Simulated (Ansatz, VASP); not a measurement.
One calculation of Re, two programs

INCAR

```
ALGO = Normal
EDIFF = 1E-6
ENCUT = 500
GGA = RE
GGA_COMPAT = F
ISIF = 2
ISMEAR = -1
LASPH = T
LCHARG = F
LREAL = F
LWAVE = F
NBANDS = 30
NELM = 120
PREC = Accurate
SIGMA = 0.1
```

Contents of KPOINTS:

```
k-points
0
Gamma
  9 9 13
```

The input POSCAR:

```
Re
1.0
    4.3320091951      0.0000000000      0.0000000000
   -2.1660045975      3.7516300124      0.0000000000
    0.0000000000      0.0000000000      2.7147834624
Re
3
Direct
    0.0000000000      0.0000000000      1.0000000000
    0.3333333333      0.6666666667      0.5000000000
    0.6666666667      0.3333333333      0.5000000000
```

Input for Ansatz:

```yaml
crystal:
  lattice:
    - [4.3320091951, 0.0, 0.0]
    - [-2.1660045975, 3.7516300124, 0.0]
    - [0.0, 0.0, 2.7147834624]
  atoms:
    - { symbol: Re, position: [0.0, 0.0, 1.0] }
    - { symbol: Re, position: [0.3333333333, 0.6666666667, 0.5] }
    - { symbol: Re, position: [0.6666666667, 0.3333333333, 0.5] }
hamiltonian:
  xc: revpbe
  pseudopotentials:
    kind: paw
    azcp:
      Re: "pseudopotentials/Re.paw.azcp"
basis:
  ecutwfc: 420
  fft_grid_basis: typed
kpoints:
  mp_grid: { grid: [9, 9, 13], shift: [0, 0, 0] }
magnetization:
  spin_polarized: false
scf:
  occupations: { method: fermi_dirac, width: 0.1 }
  lower_state_search: "off"
output:
  stress: true
```

Alike in both runs: task single point; functional revPBE; k mesh 9 × 9 × 13; occupations fermi-dirac, width 0.1 eV; no spin polarisation.

```csv
,VASP,Ansatz
version,VASP 6.6.1,Ansatz 0.2.0
potentials or method,"VASP PAW PBE potentials, release 64 (Re_sv_GW), cutoff 500 eV","plane waves (420 eV) with PAW, scalar-relativistic"
valence electrons in the cell,45,45
```

|  | VASP | Ansatz | Ansatz less VASP |
| --- | --- | --- | --- |
| pressure (GPa) | 12.4 | 15.2 | +2.79 |
| traceless stress, the component that is largest in VASP (GPa) | -1.88 | -1.85 | +0.030 |

VASP's potentials were made for PBE, not for revPBE.

Neither program's run includes spin-orbit coupling.
